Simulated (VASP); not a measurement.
# SnO in VASP: a series of runs, part 3 of 3

VASP 6.6.1. Earlier steps stand in the parts before.

## (4) Electric field gradients, PBEsol

Input file INCAR:

```
SYSTEM = SnO
PREC = Accurate
ENCUT = 1000
EDIFF = 1E-8
ISMEAR = -1
SIGMA = 0.01
LREAL = .False.
LASPH = .True.
NELM = 120
ALGO = Normal
ISIF = 2
LWAVE = .False.
LCHARG = .False.
GGA = PS
LEFG = .True.
NBANDS = 28
GGA_COMPAT = .False.
```

Input file KPOINTS:

```
regular mesh
0
Gamma
  8 8 6
  0 0 0
```

Input file POSCAR:

```
SnO
1.0
    3.8020000000      0.0000000000      0.0000000000
    0.0000000000      3.8020000000      0.0000000000
    0.0000000000      0.0000000000      4.8360000000
Sn O
2 2
Direct
    0.0000000000      0.5000000000      0.2385000000
    0.5000000000      0.0000000000      0.7615000000
    0.0000000000      0.0000000000      0.0000000000
    0.5000000000      0.5000000000      0.0000000000
```

Potentials or basis: VASP PAW PBE potentials, release 64 (Sn_d, O_h).

The run is started by

```bash
$ cat potpaw_PBE.64/Sn_d/POTCAR potpaw_PBE.64/O_h/POTCAR > POTCAR
$ mpirun -np 1 vasp_std > vasp.out
```

OUTCAR:

```text
SYSTEM = SnO
   PREC = Accurate
   ENCUT = 1000
   EDIFF = 1E-8
   ISMEAR = -1
   LREAL = .False.
   LASPH = .True.
   NELM = 120
   ISIF = 2
   GGA = PS

 ion  position               nearest neighbor table
   1  0.000  0.500  0.239-   3 2.22   4 2.22   3 2.22   4 2.22   2 3.54   2 3.54   2 3.54   2 3.54
                             2 3.69   2 3.69   2 3.69   2 3.69
   2  0.500  0.000  0.761-   3 2.22   4 2.22   4 2.22   3 2.22   1 3.54   1 3.54   1 3.54   1 3.54
                             1 3.69   1 3.69   1 3.69   1 3.69
   3  0.000  0.000  0.000-   1 2.22   2 2.22   1 2.22   2 2.22
   4  0.500  0.500  0.000-   1 2.22   2 2.22   2 2.22   1 2.22

  LATTYP: Found a simple tetragonal cell.
 ALAT       =     3.8020000000
 C/A-ratio  =     1.2719621252

  Lattice vectors:

 A1 = (   3.8020000000,   0.0000000000,   0.0000000000)
 A2 = (   0.0000000000,   3.8020000000,   0.0000000000)
 A3 = (   0.0000000000,   0.0000000000,   4.8360000000)

Analysis of symmetry for initial positions (statically):
=====================================================================
 Subroutine PRICEL returns:
 Original cell was already a primitive cell.

 Routine SETGRP: Setting up the symmetry group for a
 simple tetragonal supercell.

 Subroutine GETGRP returns: Found 16 space group operations
 (whereof  8 operations were pure point group operations)
 out of a pool of 16 trial point group operations.

The static configuration has the point symmetry D_2d.
 The point group associated with its full space group is D_4h.

Analysis of symmetry for dynamics (positions and initial velocities):
=====================================================================
 Subroutine PRICEL returns:
 Original cell was already a primitive cell.

 Routine SETGRP: Setting up the symmetry group for a
 simple tetragonal supercell.

 Subroutine GETGRP returns: Found 16 space group operations
 (whereof  8 operations were pure point group operations)
 out of a pool of 16 trial point group operations.

The dynamic configuration has the point symmetry D_2d.
 The point group associated with its full space group is D_4h.

 Subroutine INISYM returns: Found 16 space group operations
 (whereof  8 operations are pure point group operations),
 and found     1 'primitive' translations

----------------------------------------------------------------------------------------

                                     Primitive cell

  volume of cell :      69.9054

  direct lattice vectors                    reciprocal lattice vectors
     3.802000000  0.000000000  0.000000000     0.263019463  0.000000000  0.000000000
     0.000000000  3.802000000  0.000000000     0.000000000  0.263019463  0.000000000
     0.000000000  0.000000000  4.836000000     0.000000000  0.000000000  0.206782465

  length of vectors
     3.802000000  3.802000000  4.836000000     0.263019463  0.263019463  0.206782465

  position of ions in fractional coordinates (direct lattice)
     0.000000000  0.500000000  0.238500000
     0.500000000  0.000000000  0.761500000
[... 96 lines left out ...]
   ISMEAR =    -1;   SIGMA  =   0.01  broadening in eV -4-tet -1-fermi 0-gaus
   EFERMI_NEDOS =   21; number of points for ismear=-14 and -15
   IALGO  =     38    algorithm
   IMIX   =      4    mixing-type and parameters
     AMIX     =   0.40;   BMIX     =  1.00
     AMIX_MAG =   1.60;   BMIX_MAG =  1.00
  volume/ion in A,a.u.               =      17.48       117.94
  Fermi-wavevector in a.u.,A,eV,Ry     =   1.359121  2.568365 25.132801  1.847209
  Thomas-Fermi vector in A             =   2.485896
   LORBIT       =      0    0 simple, 1 ext, 2 COOP (PROOUT), +10 PAW based schemes
   GGA     = PS    functional components
   LHFCALC =     F    Hartree Fock is set to
   AEXX    =    0.0000 exact exchange contribution
   IVDW    =     0    specifies the selected vdW correction
   LEPSILON=     F    determine dielectric tensor
   LRPA    =     F    only Hartree local field effects (RPA)
 non-spin polarized calculation
  energy-cutoff  :     1000.00
  volume of cell :       69.91
 maximum number of plane-waves:      5060
 NGX is ok and might be reduce to    40
   NGX = 19   NGY = 19   NGZ = 25

 number of electron      39.9999994 magnetization

 Free energy of the ion-electron system (eV)
  ---------------------------------------------------
  ext. energy  EPLUGINS =         0.00000000
  ---------------------------------------------------
  free energy    TOTEN  =       -24.22649718 eV

  energy without entropy =      -24.22629160  energy(sigma->0) =      -24.22639439

 E-fermi :   7.2753     XC(G=0): -10.5006

 val. band max:        7.2646596752   @ k =   0.0000   0.0000   0.0000
 cond. band min:       7.2759937070   @ k =   0.5000   0.5000   0.0000
 fundamental gap:      0.0113340319
 Fermi energy:         7.2752505192

 k-point     1 :       0.0000    0.0000    0.0000
  band No.  band energies     occupation
      1     -14.6583      2.00000
      2     -14.2106      2.00000
      3     -14.2106      2.00000
      4     -14.2068      2.00000
      5     -14.1601      2.00000
      6     -14.1553      2.00000
[... 733 lines left out ...]
     27      15.7795      0.00000
     28      15.7795      0.00000

 [... further k-points ...]

------------------------ aborting loop because EDIFF is reached ----------------------------------------

  FORCE on cell =-STRESS in cart. coord.  units (eV):
  Direction    XX          YY          ZZ          XY          YZ          ZX
  --------------------------------------------------------------------------------------
  -------------------------------------------------------------------------------------
  Total        0.1804039      0.1804039      0.0056677      0.0000000     -0.0000000      0.0000000
  in kB        4.1347200      4.1347200      0.1298998      0.0000000     -0.0000000      0.0000000
  external PRESSURE =       2.7997800 kB  Pullay stress =       0.0000000 kB

 VOLUME and BASIS-vectors are now :
 -----------------------------------------------------------------------------
  energy-cutoff  :     1000.00
  volume of cell :       69.91
      direct lattice vectors                 reciprocal lattice vectors
     3.802000000  0.000000000  0.000000000     0.263019463  0.000000000  0.000000000
     0.000000000  3.802000000  0.000000000     0.000000000  0.263019463  0.000000000
     0.000000000  0.000000000  4.836000000     0.000000000  0.000000000  0.206782465

 POSITION                                       TOTAL-FORCE (eV/Angst)
 -----------------------------------------------------------------------------------
      0.00000      1.90100      1.15339        -0.000000      0.000000      0.142827
      1.90100      0.00000      3.68261         0.000000      0.000000     -0.142827
      0.00000      0.00000      0.00000        -0.000000      0.000000      0.000000
      1.90100      1.90100      0.00000        -0.000000     -0.000000      0.000000
 -----------------------------------------------------------------------------------
    total drift:                               -0.000000      0.000000      0.000000

  FREE ENERGIE OF THE ION-ELECTRON SYSTEM (eV)
  ---------------------------------------------------
  free  energy   TOTEN  =       -24.2264971825 eV

  energy  without entropy=      -24.2262916025  energy(sigma->0) =      -24.22639439

 Electric field gradients (V/A^2)
---------------------------------------------------------------------
 ion       V_xx      V_yy      V_zz      V_xy      V_xz      V_yz
---------------------------------------------------------------------
   1      80.804    80.804  -161.608     0.000    -0.000    -0.000
   2      80.804    80.804  -161.608     0.000     0.000    -0.000
   3      -1.034    -1.034     2.069    -0.000     0.000     0.000
   4      -1.034    -1.034     2.069    -0.000    -0.000     0.000
---------------------------------------------------------------------

 Electric field gradients after diagonalization (V/A^2)
 (convention: |V_zz| > |V_xx| > |V_yy|)
----------------------------------------------------------------------
 ion       V_xx      V_yy      V_zz     asymmetry (V_yy - V_xx)/ V_zz
----------------------------------------------------------------------
   1      80.804    80.804  -161.608       0.000
   2      80.804    80.804  -161.608       0.000
   3      -1.034    -1.034     2.069       0.000
   4      -1.034    -1.034     2.069       0.000
----------------------------------------------------------------------

           NMR quadrupolar parameters

 Cq : quadrupolar parameter    Cq=e*Q*V_zz/h
 eta: asymmetry parameters     (V_yy - V_xx)/ V_zz
 Q  : nuclear electric quadrupole moment in mb (millibarn)
----------------------------------------------------------------------
 ion       Cq(MHz)       eta       Q (mb)
----------------------------------------------------------------------
   1      -0.391       0.000       1.000
   2      -0.391       0.000       1.000
   3       0.005       0.000       1.000
   4       0.005       0.000       1.000
----------------------------------------------------------------------
```

stdout:

```text
POSCAR found type information on POSCAR SnO
 POSCAR found :  2 types and       4 ions
 scaLAPACK will be used
 -----------------------------------------------------------------------------
|                                                                             |
|                                                                             |
|     You enforced a specific xc type in the INCAR file but a different       |
|     I HOPE YOU KNOW WHAT YOU ARE DOING!                                     |
|                                                                             |
 -----------------------------------------------------------------------------

 LDA part: xc-table for (Slater+PW92), standard interpolation
 POSCAR, INCAR and KPOINTS ok, starting setup
 FFT: planning ... GRIDC
 FFT: planning ... GRID_SOFT
 FFT: planning ... GRID
 WAVECAR not read
 entering main loop
ion   1

ion   2

ion   3

ion   4
```

It took 4.9 min on 1 thread of Intel Xeon Platinum 8375C at 2.90GHz (Ice Lake), shared host; peak memory 0.42 GiB.

Results:

```
Free energy                             : -24.2265 eV
Pressure                                : 0.3 GPa
Largest force                           : 0.143 eV/Å
Band gap on the k mesh                  : 0.01 eV (least direct gap 1.90 eV)
Largest electric field gradient by atom : Sn -161.6; O +2.1 V/Å²
```

Forces on the atoms (eV/Å):
```
Sn   0.000  0.000  0.143
Sn   0.000  0.000 -0.143
O    0.000  0.000  0.000
O    0.000  0.000  0.000
```

Electric field gradients, principal values (V/Å²):
| atom | least | middle | greatest (by size) |
| --- | --- | --- | --- |
| 1 Sn | 80.804 | 80.804 | -161.608 |
| 2 Sn | 80.804 | 80.804 | -161.608 |
| 3 O | -1.034 | -1.034 | 2.069 |
| 4 O | -1.034 | -1.034 | 2.069 |

Caveat: semilocal functionals underestimate gaps, and a narrow one can read as zero; without QUAD_EFG the Cq values of the log hold for a quadrupole moment of 1 mb, not for the nuclei; the PAW data sets were made with another functional, which shifts forces and pressure a little; spin-orbit coupling is left out, which moves the levels of the heavy elements. A k mesh can miss the band edges.

## (5) Summary

| potentials or basis | cell | cutoff (eV) | gap on the mesh (eV) | pressure (GPa) | largest force (eV/Å) |
| --- | --- | --- | --- | --- | --- |
| VASP PAW PBE potentials, release 64 (Sn_d, O) | a = 3.802, b = 3.802, c = 4.836 Å, angles 90.6°, 4 atoms | 520 | none | 0.2 | 0.17 |
| VASP PAW PBE potentials, release 64 (Sn_d, O) | a = 3.802, b = 3.802, c = 4.788 Å, 4 atoms | 520 | 0.02 | 1.0 | 0.33 |
| VASP PAW PBE potentials, release 64 (Sn_d, O_h) | a = 3.802, b = 3.802, c = 4.836 Å, 4 atoms | 1000 | 0.01 | 0.3 | 0.14 |

Alike in all rows: task electric field gradients; level PBEsol; no spin polarisation; k mesh 8 × 8 × 6; smearing fermi-dirac 0.01 eV.

Caveats: semilocal functionals underestimate gaps, and a narrow one can read as zero; the PAW data sets were made with another functional, which shifts forces and pressure a little; spin-orbit coupling is left out, which moves the levels of the heavy elements.

Absolute energies hang on the potentials; compare differences alone.

The gap in the log of VASP goes by the Fermi energy; the results here count the filled bands.